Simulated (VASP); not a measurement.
# Si2W (I4/mmm) in VASP: notebook

Runs on Si2W. Level: LDA. Tasks: single point.

Everything below comes from runs of VASP 6.6.1. Logs are shortened: lines on timing, memory, paths and dates and some standing lists are left out, and cuts for length are marked.

**1. The cell of the first run**

Symmetry: I4/mmm, No. 139, tetragonal system. The conventional cell has a = 3.185 Å, b = 3.185 Å, c = 7.760 Å, α = 90.00°, β = 90.00°, γ = 90.00°. Within 3.4 Å of Si (site symmetry 4mm) lie 9 Si at 2.57 to 3.18 Å and 5 W at 2.59 to 2.60 Å. Within 3.4 Å of W (site symmetry 4/mmm) lie 10 Si at 2.59 to 2.60 Å and 4 W at 3.18 Å.

**2. Single point, LDA**

Input file INCAR:

```
PREC = Accurate
ENCUT = 520
EDIFF = 1E-6
ISMEAR = 1
SIGMA = 0.1
LREAL = False
LASPH = True
NELM = 80
ALGO = Normal
ISIF = 2
LWAVE = False
LCHARG = False
GGA = CA
NBANDS = 18
```

Input file KPOINTS:

```
Automatic mesh
0
Gamma
  13 13 13
```

Input file POSCAR:

```
Si2W
1.0
   -1.5924875644      1.5924875644      3.8798364493
    1.5924875644     -1.5924875644      3.8798364493
    1.5924875644      1.5924875644     -3.8798364493
Si W
2 1
Direct
    0.3347000000      0.3347000000      0.0000000000
    0.6653000000      0.6653000000      0.0000000000
    0.0000000000      0.0000000000      0.0000000000
```

Potentials or basis: VASP PAW LDA potentials, release 64 (Si, W_sv).

The run is started by

```bash
> cat potpaw_LDA.64/Si/POTCAR potpaw_LDA.64/W_sv/POTCAR > POTCAR
> mpirun -np 1 vasp_std > vasp.out
```

OUTCAR:

```text
PREC = Accurate
   ENCUT = 520
   EDIFF = 1E-6
   ISMEAR = 1
   LREAL = False
   LASPH = True
   NELM = 80
   ISIF = 2
   GGA = CA

 ion  position               nearest neighbor table
   1  0.335  0.335  0.000-   2 2.57   3 2.59   3 2.59   3 2.59   3 2.59   3 2.60   2 2.61   2 2.61
                             2 2.61   2 2.61
   2  0.665  0.665  0.000-   1 2.57   3 2.59   3 2.59   3 2.59   3 2.59   3 2.60   1 2.61   1 2.61
                             1 2.61   1 2.61
   3  0.000  0.000  0.000-   2 2.59   2 2.59   2 2.59   1 2.59   2 2.59   1 2.59   1 2.59   1 2.59
                             1 2.60   2 2.60

  LATTYP: Found a body centered tetragonal cell.
 ALAT       =     3.1849751288
 C/A-ratio  =     2.4363370465

  Lattice vectors:

 A1 = (  -1.5924875644,   1.5924875644,   3.8798364493)
 A2 = (   1.5924875644,  -1.5924875644,   3.8798364493)
 A3 = (   1.5924875644,   1.5924875644,  -3.8798364493)

Analysis of symmetry for initial positions (statically):
=====================================================================
 Subroutine PRICEL returns:
 Original cell was already a primitive cell.

 Routine SETGRP: Setting up the symmetry group for a
 body centered tetragonal supercell.

 Subroutine GETGRP returns: Found 16 space group operations
 (whereof 16 operations were pure point group operations)
 out of a pool of 16 trial point group operations.

The static configuration has the point symmetry D_4h.

Analysis of symmetry for dynamics (positions and initial velocities):
=====================================================================
 Subroutine PRICEL returns:
 Original cell was already a primitive cell.

 Routine SETGRP: Setting up the symmetry group for a
 body centered tetragonal supercell.

 Subroutine GETGRP returns: Found 16 space group operations
 (whereof 16 operations were pure point group operations)
 out of a pool of 16 trial point group operations.

The dynamic configuration has the point symmetry D_4h.

 Subroutine INISYM returns: Found 16 space group operations
 (whereof 16 operations are pure point group operations),
 and found     1 'primitive' translations

----------------------------------------------------------------------------------------

                                     Primitive cell

  volume of cell :      39.3573

  direct lattice vectors                    reciprocal lattice vectors
    -1.592487564  1.592487564  3.879836449     0.000000000  0.313974194  0.128871412
     1.592487564 -1.592487564  3.879836449     0.313974194  0.000000000  0.128871412
     1.592487564  1.592487564 -3.879836449     0.313974194  0.313974194  0.000000000

  length of vectors
     4.486107908  4.486107908  4.486107908     0.339393040  0.339393040  0.444026564

  position of ions in fractional coordinates (direct lattice)
     0.334700000  0.334700000  0.000000000
     0.665300000  0.665300000  0.000000000
     0.000000000  0.000000000  0.000000000

  ion indices of the primitive-cell ions
   primitive index   ion index
                 1           1
                 2           2
                 3           3

----------------------------------------------------------------------------------------

 KPOINTS: Automatic mesh

Automatic generation of k-mesh.
 Grid dimensions read from file:
 generate k-points for:   13   13   13

 Generating k-lattice:

  Cartesian coordinates                     Fractional coordinates (reciprocal lattice)
     0.000000000  0.024151861  0.009913186     0.076923077 -0.000000000  0.000000000
     0.024151861  0.000000000  0.009913186    -0.000000000  0.076923077  0.000000000
     0.024151861  0.024151861  0.000000000     0.000000000  0.000000000  0.076923077

  Length of vectors
     0.026107157  0.026107157  0.034155890

  Shift w.r.t. Gamma in fractional coordinates (k-lattice)
     0.000000000  0.000000000  0.000000000

 Subroutine IBZKPT returns following result:
 ===========================================

 Found    196 irreducible k-points:

 Following reciprocal coordinates:
            Coordinates               Weight
  0.000000  0.000000  0.000000      1.000000
  0.076923 -0.000000  0.000000      8.000000
  0.153846 -0.000000  0.000000      8.000000
  0.230769 -0.000000  0.000000      8.000000
  0.307692 -0.000000  0.000000      8.000000
  0.384615 -0.000000  0.000000      8.000000
[... 16 lines left out ...]
  0.384615  0.153846  0.000000     16.000000
  0.461538  0.153846  0.000000     16.000000
 [... further k-points ...]
   k-points           NKPTS =    196   k-points in BZ     NKDIM =    196   number of bands    NBANDS=     18
   number of dos      NEDOS =    301   number of ions     NIONS =      3
   total plane-waves  NPLWV =  46656
   dimension x,y,z NGX =    36 NGY =   36 NGZ =   36
   dimension x,y,z NGXF=    72 NGYF=   72 NGZF=   72
   ions per type =               2   1
   NGX,Y,Z   is equivalent  to a cutoff of  13.34, 13.34, 13.34 a.u.
   NGXF,Y,Z  is equivalent  to a cutoff of  26.68, 26.68, 26.68 a.u.
 SYSTEM =  unknown system
   PREC   = accura    normal or accurate (medium, high low for compatibility)
   ISTART =      0    job   : 0-new  1-cont  2-samecut
   ICHARG =      2    charge: 1-file 2-atom 10-const
   ISPIN  =      1    spin polarized calculation?
   LNONCOLLINEAR =      F non collinear calculations
   LSORBIT =      F    spin-orbit coupling
   LASPH  =      T    aspherical Exc in radial PAW
   ENCUT  =  520.0 eV  38.22 Ry    6.18 a.u.   8.34  8.34  8.34*2*pi/ulx,y,z
   NELM   =     80;   NELMIN=  2; NELMDL= -5     # of ELM steps
   EDIFF  = 0.1E-05   stopping-criterion for ELM
   LREAL  =      F    real-space projection
   EDIFFG = 0.1E-04   stopping-criterion for IOM
   NSW    =      0    number of steps for IOM
   IBRION =     -1    ionic relax: 0-MD 1-quasi-New 2-CG
   NFREE  =      0    steps in history (QN), initial steepest desc. (CG)
   ISIF   =      2    stress and relaxation
   ISYM   =      2    0-nonsym 1-usesym 2-fastsym
   POTIM  = 0.5000    time-step for ionic-motion
   TEBEG  =    0.0;   TEEND  =   0.0 temperature during run
   PSTRESS=    0.0 pullay stress
   NELECT =      22.0000    total number of electrons
   NUPDOWN=      -1.0000    fix difference up-down
   EMIN   =  10.00;   EMAX   =-10.00  energy-range for DOS
   EFERMI =   0.00;   METHOD = LEGACY
   ISMEAR =     1;   SIGMA  =   0.10  broadening in eV -4-tet -1-fermi 0-gaus
   EFERMI_NEDOS =   21; number of points for ismear=-14 and -15
   IALGO  =     38    algorithm
   IMIX   =      4    mixing-type and parameters
     AMIX     =   0.40;   BMIX     =  1.00
     AMIX_MAG =   1.60;   BMIX_MAG =  1.00
  volume/ion in A,a.u.               =      13.12        88.53
  Fermi-wavevector in a.u.,A,eV,Ry     =   1.348571  2.548430 24.744158  1.818644
  Thomas-Fermi vector in A             =   2.476229
   LORBIT       =      0    0 simple, 1 ext, 2 COOP (PROOUT), +10 PAW based schemes
   GGA     = CA    functional components
   LHFCALC =     F    Hartree Fock is set to
   AEXX    =    0.0000 exact exchange contribution
   IVDW    =     0    specifies the selected vdW correction
   LEPSILON=     F    determine dielectric tensor
   LRPA    =     F    only Hartree local field effects (RPA)
 non-spin polarized calculation
 Methfessel and Paxton  Order N= 1 SIGMA  =   0.10
  energy-cutoff  :      520.00
  volume of cell :       39.36
 maximum number of plane-waves:      1080
 NGX is ok and might be reduce to    36
   NGX = 17   NGY = 17   NGZ = 17

 number of electron      21.9999999 magnetization

 Free energy of the ion-electron system (eV)
  ---------------------------------------------------
  ext. energy  EPLUGINS =         0.00000000
  ---------------------------------------------------
  free energy    TOTEN  =       -27.35568311 eV

  energy without entropy =      -27.35558589  energy(sigma->0) =      -27.35565071

 E-fermi :  12.3229     XC(G=0): -12.7749

 val. band max:       12.2805192633   @ k =  -0.3846  -0.4615   0.3846
 cond. band min:      12.3503872128   @ k =  -0.3846  -0.4615   0.3077
 fundamental gap:      0.0698679494
 Fermi energy:        12.3229039346

 k-point     1 :       0.0000    0.0000    0.0000
  band No.  band energies     occupation
      1     -61.0669      2.00000
      2     -25.6165      2.00000
      3     -25.5796      2.00000
      4     -25.5796      2.00000
      5      -1.9374      2.00000
      6       5.2891      2.00000
[... 10 lines left out ...]
     17      18.1314      0.00000
     18      18.1314      0.00000

 k-point     2 :       0.0769   -0.0000    0.0000
  band No.  band energies     occupation
      1     -61.0663      2.00000
      2     -25.6154      2.00000
      3     -25.5940      2.00000
      4     -25.5783      2.00000
      5      -1.8213      2.00000
      6       5.3057      2.00000
[... 10 lines left out ...]
     17      18.1417      0.00000
     18      18.5417      0.00000

 k-point     3 :       0.1538   -0.0000    0.0000
  band No.  band energies     occupation
      1     -61.0649      2.00000
      2     -25.6339      2.00000
      3     -25.6124      2.00000
      4     -25.5747      2.00000
      5      -1.4784      2.00000
      6       5.3148      2.00000
[... 10 lines left out ...]
     17      18.3706      0.00000
     18      19.4705      0.00000

 k-point     4 :       0.2308   -0.0000    0.0000
  band No.  band energies     occupation
      1     -61.0629      2.00000
      2     -25.6895      2.00000
      3     -25.6082      2.00000
      4     -25.5696      2.00000
      5      -0.9240      2.00000
      6       5.1572      2.00000
[... 375 lines left out ...]
      4     -25.6005      2.00000
      5       0.4255      2.00000
      6       4.3197      2.00000
[... 10 lines left out ...]
     17      19.5432      0.00000
     18      20.7648      0.00000

 k-point    23 :       0.3846    0.1538    0.0000
  band No.  band energies     occupation
      1     -61.0570      2.00000
      2     -25.7887      2.00000
      3     -25.6114      2.00000
      4     -25.5960      2.00000
      5       1.2995      2.00000
      6       3.6622      2.00000
[... 10 lines left out ...]
     17      19.7128      0.00000
     18      20.9805      0.00000

 k-point    24 :       0.4615    0.1538    0.0000
  band No.  band energies     occupation
      1     -61.0560      2.00000
      2     -25.8152      2.00000
      3     -25.6084      2.00000
      4     -25.5929      2.00000
      5       2.2537      2.00000
      6       2.7352      2.00000
[... 10 lines left out ...]
     17      19.8385      0.00000
     18      21.1728      0.00000

 [... further k-points ...]
[... 5 lines left out ...]
  --------------------------------------------------------------------------------------
  -------------------------------------------------------------------------------------
  Total        0.2426108      0.2426108      0.4443165      0.0000000      0.0000000      0.0000000
  in kB        9.8763218      9.8763218     18.0874565      0.0000000      0.0000000      0.0000000
  external PRESSURE =      12.6133667 kB  Pullay stress =       0.0000000 kB

 VOLUME and BASIS-vectors are now :
 -----------------------------------------------------------------------------
  energy-cutoff  :      520.00
  volume of cell :       39.36
      direct lattice vectors                 reciprocal lattice vectors
    -1.592487564  1.592487564  3.879836449     0.000000000  0.313974194  0.128871412
     1.592487564 -1.592487564  3.879836449     0.313974194  0.000000000  0.128871412
     1.592487564  1.592487564 -3.879836449     0.313974194  0.313974194  0.000000000

 POSITION                                       TOTAL-FORCE (eV/Angst)
 -----------------------------------------------------------------------------------
      0.00000      0.00000      2.59716        -0.000000     -0.000000     -0.029390
      0.00000      0.00000      5.16251         0.000000      0.000000      0.029390
      0.00000      0.00000      0.00000         0.000000      0.000000     -0.000000
 -----------------------------------------------------------------------------------
    total drift:                               -0.000000     -0.000000      0.000000

  FREE ENERGIE OF THE ION-ELECTRON SYSTEM (eV)
  ---------------------------------------------------
  free  energy   TOTEN  =       -27.3556831121 eV

  energy  without entropy=      -27.3555858937  energy(sigma->0) =      -27.35565071
```

Run time: 3.5 min. Hardware: 1 thread of Intel Xeon 8259CL, shared host; peak memory 0.27 GiB.

Results:

```yaml
Free_energy: -27.3557 eV
Pressure: 1.3 GPa
Largest_force: 0.029 eV/Å
Band_gap_on_the_k_mesh: zero (bands 11 and 12 overlap by 1.23 eV)
```

Forces on the atoms (eV/Å):
```
Si   0.000  0.000 -0.029
Si   0.000  0.000  0.029
W    0.000  0.000  0.000
```

Stress tensor (GPa, compression positive):
```
0.99 0.00 0.00
0.00 0.99 0.00
0.00 0.00 1.81
```

Caveat: spin-orbit coupling is left out, which moves the levels of the heavy elements.

(Part 1 of 2 ends here.)
